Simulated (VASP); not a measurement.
# MgO (P6_3/mmc) in VASP: further runs, part 2 of 2

VASP 6.6.1.

## 4. Single point, PBEsol

This run uses another cell than the first one, of 9.68 Å³/atom, 0.766 times its volume.

INCAR reads:

```
PREC = Accurate
ENCUT = 520
EDIFF = 1E-6
ISMEAR = 0
SIGMA = 0.05
LREAL = F
LASPH = T
NELM = 60
ALGO = Normal
ISIF = 2
LWAVE = F
LCHARG = F
GGA = PS
NBANDS = 16
```

KPOINTS reads:

```
regular mesh
0
Gamma
  9 9 6
```

POSCAR reads:

```
MgO
1.0
    3.3200000000      0.0000000000      0.0000000000
   -1.6600000000      2.8752043406      0.0000000000
    0.0000000000      0.0000000000      4.0549000000
Mg O
2 2
Direct
    0.6666666667      0.3333333333      0.7500000000
    0.3333333333      0.6666666667      0.2500000000
    0.6666666667      0.3333333333      0.2500000000
    0.3333333333      0.6666666667      0.7500000000
```

Potentials or basis: VASP PAW PBE potentials, release 64 (Mg, O).

Started as:

```console
cat potpaw_PBE.64/Mg/POTCAR potpaw_PBE.64/O/POTCAR > POTCAR
mpirun -np 1 vasp_std > vasp.out
```

OUTCAR:

```text
PREC = Accurate
   ENCUT = 520
   EDIFF = 1E-6
   ISMEAR = 0
   LREAL = F
   LASPH = T
   NELM = 60
   ISIF = 2
   GGA = PS

 ion  position               nearest neighbor table
   1  0.667  0.333  0.750-   4 1.92   4 1.92   4 1.92   3 2.03   3 2.03   2 2.79   2 2.79   2 2.79
                             2 2.79   2 2.79   2 2.79
   2  0.333  0.667  0.250-   3 1.92   3 1.92   3 1.92   4 2.03   4 2.03   1 2.79   1 2.79   1 2.79
                             1 2.79   1 2.79   1 2.79
   3  0.667  0.333  0.250-   2 1.92   2 1.92   2 1.92   1 2.03   1 2.03
   4  0.333  0.667  0.750-   1 1.92   1 1.92   1 1.92   2 2.03   2 2.03

  LATTYP: Found a hexagonal cell.
 ALAT       =     3.3200000000
 C/A-ratio  =     1.2213554217

  Lattice vectors:

 A1 = (   3.3200000000,   0.0000000000,   0.0000000000)
 A2 = (  -1.6600000000,   2.8752043406,   0.0000000000)
 A3 = (   0.0000000000,   0.0000000000,   4.0549000000)

Analysis of symmetry for initial positions (statically):
=====================================================================
 Subroutine PRICEL returns:
 Original cell was already a primitive cell.

 Routine SETGRP: Setting up the symmetry group for a
 hexagonal supercell.

 Subroutine GETGRP returns: Found 24 space group operations
 (whereof 12 operations were pure point group operations)
 out of a pool of 24 trial point group operations.

The static configuration has the point symmetry D_3d.
 The point group associated with its full space group is D_6h.

Analysis of symmetry for dynamics (positions and initial velocities):
=====================================================================
 Subroutine PRICEL returns:
 Original cell was already a primitive cell.

 Routine SETGRP: Setting up the symmetry group for a
 hexagonal supercell.

[... 127 lines left out ...]
   IMIX   =      4    mixing-type and parameters
     AMIX     =   0.40;   BMIX     =  1.00
     AMIX_MAG =   1.60;   BMIX_MAG =  1.00
  volume/ion in A,a.u.               =       9.68        65.30
  Fermi-wavevector in a.u.,A,eV,Ry     =   1.219511  2.304542 20.234692  1.487208
  Thomas-Fermi vector in A             =   2.354761
   LORBIT       =      0    0 simple, 1 ext, 2 COOP (PROOUT), +10 PAW based schemes
   GGA     = PS    functional components
   LHFCALC =     F    Hartree Fock is set to
   AEXX    =    0.0000 exact exchange contribution
   IVDW    =     0    specifies the selected vdW correction
   LEPSILON=     F    determine dielectric tensor
   LRPA    =     F    only Hartree local field effects (RPA)
 non-spin polarized calculation
 Gauss-broadening in eV      SIGMA  =   0.05
  energy-cutoff  :      520.00
  volume of cell :       38.71
 maximum number of plane-waves:      1060
 NGX is ok and might be reduce to    28
   NGX = 13   NGY = 13   NGZ = 15

 number of electron      15.9999994 magnetization

 Free energy of the ion-electron system (eV)
  ---------------------------------------------------
  ext. energy  EPLUGINS =         0.00000000
  ---------------------------------------------------
  free energy    TOTEN  =       -24.38985923 eV

  energy without entropy =      -24.38985923  energy(sigma->0) =      -24.38985923

 E-fermi :   3.0727     XC(G=0): -10.9110

 val. band max:        2.8192188995   @ k =   0.0000   0.0000   0.0000
 cond. band min:       6.7855746564   @ k =   0.0000   0.0000   0.0000
 fundamental gap:      3.9663557569
 Fermi energy:         3.0726710448

 k-point     1 :       0.0000    0.0000    0.0000
  band No.  band energies     occupation
      1     -14.6913      2.00000
      2     -12.9349      2.00000
      3      -1.4337      2.00000
      4       0.8102      2.00000
      5       0.8102      2.00000
      6       1.7799      2.00000
[... 433 lines left out ...]
      3      -1.2681      2.00000
      4      -0.3837      2.00000
      5      -0.3837      2.00000
      6       1.3807      2.00000
[... 8 lines left out ...]
     15      17.6529      0.00000
     16      20.8219      0.00000

 [... further k-points ...]

------------------------ aborting loop because EDIFF is reached ----------------------------------------

  FORCE on cell =-STRESS in cart. coord.  units (eV):
  Direction    XX          YY          ZZ          XY          YZ          ZX
  --------------------------------------------------------------------------------------
  -------------------------------------------------------------------------------------
  Total        5.9795218      5.9795218      4.9270393      0.0000000     -0.0000000      0.0000000
  in kB      247.5084833    247.5084833    203.9434020      0.0000000     -0.0000000      0.0000000
  external PRESSURE =     232.9867895 kB  Pullay stress =       0.0000000 kB

 VOLUME and BASIS-vectors are now :
 -----------------------------------------------------------------------------
  energy-cutoff  :      520.00
  volume of cell :       38.71
      direct lattice vectors                 reciprocal lattice vectors
     3.320000000  0.000000000  0.000000000     0.301204819  0.173900683  0.000000000
    -1.660000000  2.875204341  0.000000000     0.000000000  0.347801367  0.000000000
     0.000000000  0.000000000  4.054900000     0.000000000  0.000000000  0.246615206

 POSITION                                       TOTAL-FORCE (eV/Angst)
 -----------------------------------------------------------------------------------
      1.66000      0.95840      3.04117        -0.000000      0.000000      0.000000
     -0.00000      1.91680      1.01372         0.000000     -0.000000      0.000000
      1.66000      0.95840      1.01372         0.000000      0.000000      0.000000
     -0.00000      1.91680      3.04117         0.000000     -0.000000      0.000000
 -----------------------------------------------------------------------------------
    total drift:                               -0.000000      0.000000     -0.000000

  FREE ENERGIE OF THE ION-ELECTRON SYSTEM (eV)
  ---------------------------------------------------
  free  energy   TOTEN  =       -24.3898592256 eV

  energy  without entropy=      -24.3898592256  energy(sigma->0) =      -24.38985923
```

It took 28 s on 1 thread of AMD EPYC 7R43 (Zen 3), shared host; peak memory 0.14 GiB.

Results:

```
Free energy            : -24.3899 eV
Pressure               : 23.3 GPa
Band gap on the k mesh : 3.97 eV, direct
```

Stress tensor (GPa, compression positive):
```
24.75  0.00  0.00
 0.00 24.75  0.00
 0.00  0.00 20.39
```

Levels at points of the mesh, in eV from the valence-band top:
```tsv
k point	band 4	band 5	band 6	band 7	band 8	band 9	band 10	band 11	band 12	band 13
(0.00, 0.00, 0.00)	-2.01	-2.01	-1.04	-1.04	0.00	3.97	10.37	12.95	13.42	13.42
(0.00, 0.00, 0.50)	-2.73	-1.55	-1.55	-1.55	-1.55	7.03	7.03	13.76	13.76	13.76
```

Caveat: the PAW data sets were made with another functional, which shifts forces and pressure a little.

## 5. Single point, PBEsol

This run uses another cell than the first one, of 9.84 Å³/atom, 0.779 times its volume.

Edit INCAR of step 4 so:

```diff
@@ -7,3 +7,3 @@
 LASPH = T
-NELM = 60
+NELM = 80
 ALGO = Normal
```

KPOINTS reads:

```
Automatic mesh
0
Gamma
  9 9 6
```

Edit POSCAR of step 4 so:

```diff
@@ -4,3 +4,3 @@
    -1.6600000000      2.8752043406      0.0000000000
-    0.0000000000      0.0000000000      4.0549000000
+    0.0000000000      0.0000000000      4.1248000000
 Mg O
```

Started as:

```console
cat potpaw_PBE.64/Mg/POTCAR potpaw_PBE.64/O/POTCAR > POTCAR
mpirun -np 1 vasp_std > vasp.out
```

It took 27 s on 1 thread of AMD EPYC 7R43 (Zen 3), shared host; peak memory 0.14 GiB.

It converged, with:

* Free energy: -24.4611 eV
* Pressure: 19.8 GPa
* Band gap on the k mesh: 3.87 eV, direct

Stress tensor (GPa, compression positive):
```
22.88  0.00  0.00
 0.00 22.88  0.00
 0.00  0.00 13.58
```

Levels at points of the mesh, in eV from the valence-band top:
```tsv
k point	band 6	band 7	band 8	band 9	band 10	band 11
(0.00, 0.00, 0.00)	-1.05	-1.05	0.00	3.87	10.16	12.65
(0.00, 0.00, 0.50)	-1.53	-1.53	-1.53	6.92	6.92	13.76
```

Caveat: the PAW data sets were made with another functional, which shifts forces and pressure a little.

## 6. Summary

| cell | gap on the mesh (eV) | pressure (GPa) |
| --- | --- | --- |
| a = 3.670, b = 3.670, c = 4.335 Å, angles 90.0, 90.0, 120.0°, 4 atoms | 2.67 | -13.4 |
| a = 3.320, b = 3.320, c = 3.985 Å, angles 90.0, 90.0, 120.0°, 4 atoms | 4.06 | 27.4 |
| a = 3.320, b = 3.320, c = 4.055 Å, angles 90.0, 90.0, 120.0°, 4 atoms | 3.97 | 23.3 |
| a = 3.320, b = 3.320, c = 4.125 Å, angles 90.0, 90.0, 120.0°, 4 atoms | 3.87 | 19.8 |

Alike in all rows: task single point; level PBEsol; potentials or basis VASP PAW PBE potentials, release 64 (Mg, O); no spin polarisation; k mesh 9 × 9 × 6; cutoff (eV) 520; smearing gaussian 0.05 eV.

Caveats: the PAW data sets were made with another functional, which shifts forces and pressure a little.

Absolute energies hang on the potentials; compare differences alone.
